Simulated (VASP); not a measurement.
A run of VASP 6.6.1 is set up as follows.

The input INCAR:

```
SYSTEM = SiO2
PREC     = Accurate       ! precision mode
ENCUT    = 520            ! plane-wave cutoff, eV
EDIFF    = 1E-6           ! SCF threshold, eV
ISMEAR   = 0              ! smearing method
SIGMA    = 0.05           ! smearing width, eV
LREAL    = .FALSE.        ! projectors in reciprocal space
LASPH    = .TRUE.         ! aspherical terms in the spheres
NELM     = 80             ! most SCF steps
ALGO     = Normal         ! electronic algorithm
ISIF     = 2              ! what is computed and relaxed
LWAVE    = .FALSE.        ! write WAVECAR
LCHARG   = .TRUE.         ! write CHGCAR
GGA      = PE             ! functional
LELF     = .TRUE.         ! ELF
LVHAR    = .TRUE.       
NBANDS   = 25             ! bands
```

The input KPOINTS:

```
Automatic mesh
0
G
  6 6 8
  0 0 0
```

File POSCAR:

```
SiO2
1.0
    4.2994000000      0.0000000000      0.0000000000
    0.0000000000      4.2994000000      0.0000000000
    0.0000000000      0.0000000000      2.8512000000
Si O
2 4
Direct
    0.5000000000      0.5000000000      0.5000000000
    0.0000000000      0.0000000000      0.0000000000
    0.6930127928      0.6930127928      0.0000000000
    0.1930127928      0.8069872072      0.5000000000
    0.3069872072      0.3069872072      0.0000000000
    0.8069872072      0.1930127928      0.5000000000
```

Potentials or basis: VASP PAW PBE potentials, release 64 (Si, O).

Launch:

```bash
$ cat potpaw_PBE.64/Si/POTCAR potpaw_PBE.64/O/POTCAR > POTCAR
$ mpirun -np 1 vasp_std > vasp.out
```

What does it give for the band gap on the k mesh?

3.40 eV.

What does it give for the largest force?

0.115 eV/Å.

Predict the pressure.

-23.0 GPa.

Forces in eV/Å, atoms in the order of the input:
```
Si   0.000  0.000  0.000
Si   0.000  0.000  0.000
O   -0.081 -0.081  0.000
O   -0.081  0.081  0.000
O    0.081  0.081  0.000
O    0.081 -0.081  0.000
```

Caveat: the cell stands under tension.
